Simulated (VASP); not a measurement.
# BeTe (rocksalt type) (Fm-3m) in VASP: further runs

The runs below take BeTe (rocksalt type) through electric field gradients, with PBE.

Everything below comes from runs of VASP 6.6.1. Logs are shortened: lines on timing, memory, paths and dates and some standing lists are left out, and cuts for length are marked.

**1. The cell of the first run**

Symmetry: Fm-3m, No. 225, cubic system. The conventional cell has a = 5.288 Å, b = 5.288 Å, c = 5.288 Å, α = 90.00°, β = 90.00°, γ = 90.00°. Be (site symmetry m-3m) has 6 Te at 2.64 Å within 3.5 Å. Te (site symmetry m-3m) has 6 Be at 2.64 Å within 3.5 Å.

**2. Electric field gradients, PBE (volume scaled by 0.96)**

The input, INCAR:

```
ALGO     = Normal         # electronic algorithm
EDIFF    = 1E-8           # SCF threshold, eV
ENCUT    = 520            # plane-wave cutoff, eV
GGA      = PE             # functional
ISIF     = 2              # what is computed and relaxed
ISMEAR   = -1             # smearing method
LASPH    = True           # aspherical terms in the spheres
LCHARG   = False          # write CHGCAR
LEFG     = True         
LREAL    = False          # projectors in reciprocal space
LWAVE    = False          # write WAVECAR
NBANDS   = 11             # bands
NELM     = 60             # most SCF steps
PREC     = Accurate       # precision mode
SIGMA    = 0.05           # smearing width, eV
```

The input, KPOINTS:

```
k-points
0
Gamma
  13 13 13
```

The input, POSCAR:

```
BeTe
1.0
    0.0000000000      2.6438378004      2.6438378004
    2.6438378004      0.0000000000      2.6438378004
    2.6438378004      2.6438378004      0.0000000000
Be Te
1 1
Direct
    0.0000000000      0.0000000000      0.0000000000
    0.5000000000      0.5000000000      0.5000000000
```

Potentials or basis: VASP PAW PBE potentials, release 64 (Be, Te).

Launch:

```sh
$ cat potpaw_PBE.64/Be/POTCAR potpaw_PBE.64/Te/POTCAR > POTCAR
$ mpirun -np 1 vasp_std > vasp.out
```

OUTCAR:

```text
EDIFF = 1E-8
   ENCUT = 520
   GGA = PE
   ISIF = 2
   ISMEAR = -1
   LASPH = True
   LREAL = False
   NELM = 60
   PREC = Accurate

 ion  position               nearest neighbor table
   1  0.000  0.000  0.000-   2 2.64   2 2.64   2 2.64   2 2.64   2 2.64   2 2.64
   2  0.500  0.500  0.500-   1 2.64   1 2.64   1 2.64   1 2.64   1 2.64   1 2.64

  LATTYP: Found a face centered cubic cell.
 ALAT       =     5.2876756008

  Lattice vectors:

 A1 = (   0.0000000000,   2.6438378004,   2.6438378004)
 A2 = (   2.6438378004,   0.0000000000,   2.6438378004)
 A3 = (   2.6438378004,   2.6438378004,   0.0000000000)

Analysis of symmetry for initial positions (statically):
=====================================================================
 Subroutine PRICEL returns:
 Original cell was already a primitive cell.

 Routine SETGRP: Setting up the symmetry group for a
 face centered cubic supercell.

 Subroutine GETGRP returns: Found 48 space group operations
 (whereof 48 operations were pure point group operations)
 out of a pool of 48 trial point group operations.

The static configuration has the point symmetry O_h .

Analysis of symmetry for dynamics (positions and initial velocities):
=====================================================================
 Subroutine PRICEL returns:
 Original cell was already a primitive cell.

 Routine SETGRP: Setting up the symmetry group for a
 face centered cubic supercell.

 Subroutine GETGRP returns: Found 48 space group operations
 (whereof 48 operations were pure point group operations)
 out of a pool of 48 trial point group operations.

The dynamic configuration has the point symmetry O_h .

 Subroutine INISYM returns: Found 48 space group operations
 (whereof 48 operations are pure point group operations),
 and found     1 'primitive' translations

----------------------------------------------------------------------------------------

                                     Primitive cell

  volume of cell :      36.9602

  direct lattice vectors                    reciprocal lattice vectors
     0.000000000  2.643837800  2.643837800    -0.189119015  0.189119015  0.189119015
     2.643837800  0.000000000  2.643837800     0.189119015 -0.189119015  0.189119015
     2.643837800  2.643837800  0.000000000     0.189119015  0.189119015 -0.189119015

  length of vectors
     3.738951274  3.738951274  3.738951274     0.327563742  0.327563742  0.327563742

  position of ions in fractional coordinates (direct lattice)
     0.000000000  0.000000000  0.000000000
     0.500000000  0.500000000  0.500000000

  ion indices of the primitive-cell ions
   primitive index   ion index
                 1           1
                 2           2

----------------------------------------------------------------------------------------

 KPOINTS: k-points

Automatic generation of k-mesh.
 Grid dimensions read from file:
 generate k-points for:   13   13   13

 Generating k-lattice:

  Cartesian coordinates                     Fractional coordinates (reciprocal lattice)
    -0.014547617  0.014547617  0.014547617     0.076923077  0.000000000  0.000000000
     0.014547617 -0.014547617  0.014547617     0.000000000  0.076923077  0.000000000
     0.014547617  0.014547617 -0.014547617     0.000000000  0.000000000  0.076923077

  Length of vectors
     0.025197211  0.025197211  0.025197211

  Shift w.r.t. Gamma in fractional coordinates (k-lattice)
     0.000000000  0.000000000  0.000000000

 Subroutine IBZKPT returns following result:
 ===========================================

 Found     84 irreducible k-points:

 Following reciprocal coordinates:
            Coordinates               Weight
  0.000000  0.000000  0.000000      1.000000
  0.076923  0.000000  0.000000      8.000000
  0.153846  0.000000  0.000000      8.000000
  0.230769  0.000000  0.000000      8.000000
  0.307692  0.000000  0.000000      8.000000
  0.384615  0.000000  0.000000      8.000000
[... 16 lines left out ...]
  0.384615  0.153846  0.000000     24.000000
  0.461538  0.153846  0.000000     24.000000
 [... further k-points ...]
   k-points           NKPTS =     84   k-points in BZ     NKDIM =     84   number of bands    NBANDS=     11
   number of dos      NEDOS =    301   number of ions     NIONS =      2
   total plane-waves  NPLWV =  21952
   dimension x,y,z NGX =    28 NGY =   28 NGZ =   28
   dimension x,y,z NGXF=    56 NGYF=   56 NGZF=   56
   ions per type =               1   1
   NGX,Y,Z   is equivalent  to a cutoff of  12.45, 12.45, 12.45 a.u.
   NGXF,Y,Z  is equivalent  to a cutoff of  24.90, 24.90, 24.90 a.u.
 SYSTEM =  unknown system
   PREC   = accura    normal or accurate (medium, high low for compatibility)
   ISTART =      0    job   : 0-new  1-cont  2-samecut
   ICHARG =      2    charge: 1-file 2-atom 10-const
   ISPIN  =      1    spin polarized calculation?
   LNONCOLLINEAR =      F non collinear calculations
   LSORBIT =      F    spin-orbit coupling
   LASPH  =      T    aspherical Exc in radial PAW
   ENCUT  =  520.0 eV  38.22 Ry    6.18 a.u.   6.95  6.95  6.95*2*pi/ulx,y,z
   NELM   =     60;   NELMIN=  2; NELMDL= -5     # of ELM steps
   EDIFF  = 0.1E-07   stopping-criterion for ELM
   LREAL  =      F    real-space projection
   EDIFFG = 0.1E-06   stopping-criterion for IOM
   NSW    =      0    number of steps for IOM
   IBRION =     -1    ionic relax: 0-MD 1-quasi-New 2-CG
   NFREE  =      0    steps in history (QN), initial steepest desc. (CG)
   ISIF   =      2    stress and relaxation
   ISYM   =      2    0-nonsym 1-usesym 2-fastsym
   POTIM  = 0.5000    time-step for ionic-motion
   TEBEG  =    0.0;   TEEND  =   0.0 temperature during run
   PSTRESS=    0.0 pullay stress
   NELECT =       8.0000    total number of electrons
   NUPDOWN=      -1.0000    fix difference up-down
   EMIN   =  10.00;   EMAX   =-10.00  energy-range for DOS
   EFERMI =   0.00;   METHOD = LEGACY
   ISMEAR =    -1;   SIGMA  =   0.05  broadening in eV -4-tet -1-fermi 0-gaus
   EFERMI_NEDOS =   21; number of points for ismear=-14 and -15
   IALGO  =     38    algorithm
   IMIX   =      4    mixing-type and parameters
     AMIX     =   0.40;   BMIX     =  1.00
     AMIX_MAG =   1.60;   BMIX_MAG =  1.00
  volume/ion in A,a.u.               =      18.48       124.71
  Fermi-wavevector in a.u.,A,eV,Ry     =   0.982939  1.857486 13.145536  0.966170
  Thomas-Fermi vector in A             =   2.114060
   LORBIT       =      0    0 simple, 1 ext, 2 COOP (PROOUT), +10 PAW based schemes
   GGA     = PE    functional components
   LHFCALC =     F    Hartree Fock is set to
   AEXX    =    0.0000 exact exchange contribution
   IVDW    =     0    specifies the selected vdW correction
   LEPSILON=     F    determine dielectric tensor
   LRPA    =     F    only Hartree local field effects (RPA)
 non-spin polarized calculation
  energy-cutoff  :      520.00
  volume of cell :       36.96
 maximum number of plane-waves:      1010
   NGX = 13   NGY = 13   NGZ = 13

 number of electron       8.0000000 magnetization

 Free energy of the ion-electron system (eV)
  ---------------------------------------------------
  ext. energy  EPLUGINS =         0.00000000
  ---------------------------------------------------
  free energy    TOTEN  =        -6.59150685 eV

  energy without entropy =       -6.58707228  energy(sigma->0) =       -6.58928957

 E-fermi :   7.7621     XC(G=0): -10.1267

 val. band max:        7.7619103627   @ k =   0.3846   0.3077   0.0000
 cond. band min:       7.8194942961   @ k =   0.4615   0.3846   0.0769
 fundamental gap:      0.0575839334
 Fermi energy:         7.7621424605

 k-point     1 :       0.0000    0.0000    0.0000
  band No.  band energies     occupation
      1      -5.8971      2.00000
      2       7.5074      1.98783
      3       7.5074      1.98783
      4       7.5074      1.98783
      5      11.2344      0.00000
      6      14.1814      0.00000
      7      14.1814      0.00000
      8      14.1814      0.00000
      9      14.6154      0.00000
     10      14.6154      0.00000
     11      14.6154      0.00000

 k-point     2 :       0.0769    0.0000    0.0000
  band No.  band energies     occupation
      1      -5.8196      2.00000
      2       6.8561      2.00000
      3       7.4901      1.99136
      4       7.4901      1.99136
      5      11.5582      0.00000
      6      13.7094      0.00000
      7      13.7094      0.00000
      8      14.1269      0.00000
      9      14.4829      0.00000
     10      14.8020      0.00000
     11      14.8020      0.00000
[... 295 lines left out ...]
 k-point    24 :       0.4615    0.1538    0.0000
  band No.  band energies     occupation
      1      -3.8679      2.00000
      2       1.4588      2.00000
      3       5.7757      2.00000
      4       6.2726      2.00000
      5       9.2648      0.00000
      6      12.0424      0.00000
      7      12.9875      0.00000
      8      14.6049      0.00000
      9      15.9848      0.00000
     10      20.4915      0.00000
     11      21.0667      0.00000

 [... further k-points ...]
[... 5 lines left out ...]
  --------------------------------------------------------------------------------------
  -------------------------------------------------------------------------------------
  Total        0.7061168      0.7061168      0.7061168     -0.0000000     -0.0000000      0.0000000
  in kB       30.6092510     30.6092510     30.6092510     -0.0000000     -0.0000000      0.0000000
  external PRESSURE =      30.6092510 kB  Pullay stress =       0.0000000 kB

 VOLUME and BASIS-vectors are now :
 -----------------------------------------------------------------------------
  energy-cutoff  :      520.00
  volume of cell :       36.96
      direct lattice vectors                 reciprocal lattice vectors
     0.000000000  2.643837800  2.643837800    -0.189119015  0.189119015  0.189119015
     2.643837800  0.000000000  2.643837800     0.189119015 -0.189119015  0.189119015
     2.643837800  2.643837800  0.000000000     0.189119015  0.189119015 -0.189119015

 POSITION                                       TOTAL-FORCE (eV/Angst)
 -----------------------------------------------------------------------------------
      0.00000      0.00000      0.00000         0.000000     -0.000000      0.000000
      2.64384      2.64384      2.64384         0.000000      0.000000     -0.000000
 -----------------------------------------------------------------------------------
    total drift:                                0.000000      0.000000      0.000000

  FREE ENERGIE OF THE ION-ELECTRON SYSTEM (eV)
  ---------------------------------------------------
  free  energy   TOTEN  =        -6.5915068550 eV

  energy  without entropy=       -6.5870722788  energy(sigma->0) =       -6.58928957

 Electric field gradients (V/A^2)
---------------------------------------------------------------------
 ion       V_xx      V_yy      V_zz      V_xy      V_xz      V_yz
---------------------------------------------------------------------
   1       0.000     0.000    -0.000    -0.000    -0.000    -0.000
   2      -0.000    -0.000    -0.000     0.000     0.000     0.000
---------------------------------------------------------------------

 Electric field gradients after diagonalization (V/A^2)
 (convention: |V_zz| > |V_xx| > |V_yy|)
----------------------------------------------------------------------
 ion       V_xx      V_yy      V_zz     asymmetry (V_yy - V_xx)/ V_zz
----------------------------------------------------------------------
   1       0.000     0.000    -0.000       0.000
   2      -0.000    -0.000     0.000       0.000
----------------------------------------------------------------------

           NMR quadrupolar parameters

 Cq : quadrupolar parameter    Cq=e*Q*V_zz/h
 eta: asymmetry parameters     (V_yy - V_xx)/ V_zz
 Q  : nuclear electric quadrupole moment in mb (millibarn)
----------------------------------------------------------------------
 ion       Cq(MHz)       eta       Q (mb)
----------------------------------------------------------------------
   1      -0.000       0.000       1.000
   2       0.000       0.000       1.000
----------------------------------------------------------------------
```

Run time: 21 s. Hardware: 1 thread of AMD EPYC 9R45 (Zen 5), shared host; peak memory 0.15 GiB.

What came out:

```
Free energy            : -6.5915 eV
Pressure               : 3.1 GPa
Band gap on the k mesh : zero (band 4 reaches 8.10 eV, above the bottom of band 5 at 6.89 eV)
```

Caveat: without QUAD_EFG the Cq values of the log hold for a quadrupole moment of 1 mb, not for the nuclei; spin-orbit coupling is left out, which moves the levels of the heavy elements.

**3. Electric field gradients, PBE (volume scaled by 0.98)**

The input, INCAR:

```
PREC = Accurate
ENCUT = 520
EDIFF = 1E-8
ISMEAR = -1
SIGMA = 0.05
LREAL = False
LASPH = True
NELM = 80
ALGO = Normal
ISIF = 2
LWAVE = False
LCHARG = False
GGA = PE
LEFG = True
NBANDS = 11
```

The input, KPOINTS:

```
Automatic mesh
0
Gamma
  13 13 13
```

The input, POSCAR:

```
BeTe
1.0
    0.0000000000      2.6620717408      2.6620717408
    2.6620717408      0.0000000000      2.6620717408
    2.6620717408      2.6620717408      0.0000000000
Be Te
1 1
Direct
    0.0000000000      0.0000000000      0.0000000000
    0.5000000000      0.5000000000      0.5000000000
```

Potentials or basis: VASP PAW PBE potentials, release 64 (Be, Te).

Launch:

```sh
$ cat potpaw_PBE.64/Be/POTCAR potpaw_PBE.64/Te/POTCAR > POTCAR
$ mpirun -np 1 vasp_std > vasp.out
```

OUTCAR:

```text
PREC = Accurate
   ENCUT = 520
   EDIFF = 1E-8
   ISMEAR = -1
   LREAL = False
   LASPH = True
   NELM = 80
   ISIF = 2
   GGA = PE

 ion  position               nearest neighbor table
   1  0.000  0.000  0.000-   2 2.66   2 2.66   2 2.66   2 2.66   2 2.66   2 2.66
   2  0.500  0.500  0.500-   1 2.66   1 2.66   1 2.66   1 2.66   1 2.66   1 2.66

  LATTYP: Found a face centered cubic cell.
 ALAT       =     5.3241434816

  Lattice vectors:

 A1 = (   0.0000000000,   2.6620717408,   2.6620717408)
 A2 = (   2.6620717408,   0.0000000000,   2.6620717408)
 A3 = (   2.6620717408,   2.6620717408,   0.0000000000)

Analysis of symmetry for initial positions (statically):
=====================================================================
 Subroutine PRICEL returns:
 Original cell was already a primitive cell.

 Routine SETGRP: Setting up the symmetry group for a
 face centered cubic supercell.

[... 523 lines left out ...]
  volume of cell :       37.73
      direct lattice vectors                 reciprocal lattice vectors
     0.000000000  2.662071741  2.662071741    -0.187823638  0.187823638  0.187823638
     2.662071741  0.000000000  2.662071741     0.187823638 -0.187823638  0.187823638
     2.662071741  2.662071741  0.000000000     0.187823638  0.187823638 -0.187823638

 POSITION                                       TOTAL-FORCE (eV/Angst)
 -----------------------------------------------------------------------------------
      0.00000      0.00000      0.00000        -0.000000      0.000000      0.000000
      2.66207      2.66207      2.66207         0.000000     -0.000000     -0.000000
 -----------------------------------------------------------------------------------
    total drift:                                0.000000      0.000000      0.000000

  FREE ENERGIE OF THE ION-ELECTRON SYSTEM (eV)
  ---------------------------------------------------
  free  energy   TOTEN  =        -6.6023820981 eV

  energy  without entropy=       -6.5978384450  energy(sigma->0) =       -6.60011027

 Electric field gradients (V/A^2)
---------------------------------------------------------------------
 ion       V_xx      V_yy      V_zz      V_xy      V_xz      V_yz
---------------------------------------------------------------------
   1      -0.000     0.000    -0.000    -0.000    -0.000    -0.000
   2       0.000    -0.000     0.000     0.000     0.000     0.000
---------------------------------------------------------------------

 Electric field gradients after diagonalization (V/A^2)
 (convention: |V_zz| > |V_xx| > |V_yy|)
----------------------------------------------------------------------
 ion       V_xx      V_yy      V_zz     asymmetry (V_yy - V_xx)/ V_zz
----------------------------------------------------------------------
   1       0.000     0.000    -0.000       0.000
   2      -0.000    -0.000     0.000       0.000
----------------------------------------------------------------------

           NMR quadrupolar parameters

 Cq : quadrupolar parameter    Cq=e*Q*V_zz/h
 eta: asymmetry parameters     (V_yy - V_xx)/ V_zz
 Q  : nuclear electric quadrupole moment in mb (millibarn)
----------------------------------------------------------------------
 ion       Cq(MHz)       eta       Q (mb)
----------------------------------------------------------------------
   1      -0.000       0.000       1.000
   2       0.000       0.000       1.000
----------------------------------------------------------------------
```

OSZICAR:

```text
N       E                     dE             d eps       ncg     rms          rms(c)
DAV:   1     0.182578309714E+02    0.18258E+02   -0.33462E+03  1848   0.593E+02
DAV:   2    -0.557836168984E+01   -0.23836E+02   -0.22928E+02  2350   0.928E+01
DAV:   3    -0.659192520484E+01   -0.10136E+01   -0.10010E+01  2346   0.193E+01
DAV:   4    -0.660068574093E+01   -0.87605E-02   -0.87591E-02  2139   0.217E+00
DAV:   5    -0.660081270876E+01   -0.12697E-03   -0.12697E-03  2246   0.268E-01    0.552E+00
DAV:   6    -0.660041511531E+01    0.39759E-03   -0.29689E-03  2096   0.289E-01    0.334E+00
DAV:   7    -0.660230044835E+01   -0.18853E-02   -0.48800E-03  2061   0.440E-01    0.695E-02
DAV:   8    -0.660235996247E+01   -0.59514E-04   -0.26954E-04  2166   0.988E-02    0.344E-02
DAV:   9    -0.660238021321E+01   -0.20251E-04   -0.21466E-05  2171   0.311E-02    0.101E-02
DAV:  10    -0.660238187041E+01   -0.16572E-05   -0.39172E-06  2138   0.114E-02    0.103E-03
DAV:  11    -0.660238196281E+01   -0.92395E-07   -0.80875E-08  2215   0.196E-03    0.876E-04
DAV:  12    -0.660238202693E+01   -0.64117E-07   -0.46954E-08  2099   0.130E-03    0.823E-04
DAV:  13    -0.660238207877E+01   -0.51839E-07   -0.11382E-09  1179   0.171E-04    0.423E-04
DAV:  14    -0.660238209705E+01   -0.18287E-07   -0.65680E-10  1113   0.144E-04    0.526E-05
DAV:  15    -0.660238209808E+01   -0.10319E-08   -0.39973E-11  1077   0.405E-05
   1 F= -.66023821E+01 E0= -.66001103E+01  d E =-.454365E-02
```

Run time: 20 s. Hardware: 1 thread of AMD EPYC 9R45 (Zen 5), shared host; peak memory 0.15 GiB.

Results:

- Free energy: -6.6024 eV
- Pressure: 1.5 GPa
- Band gap on the k mesh: zero (band 4 reaches 7.81 eV, above the bottom of band 5 at 6.62 eV)

Caveat: without QUAD_EFG the Cq values of the log hold for a quadrupole moment of 1 mb, not for the nuclei; spin-orbit coupling is left out, which moves the levels of the heavy elements.

(Continued in part 2 of 3.)
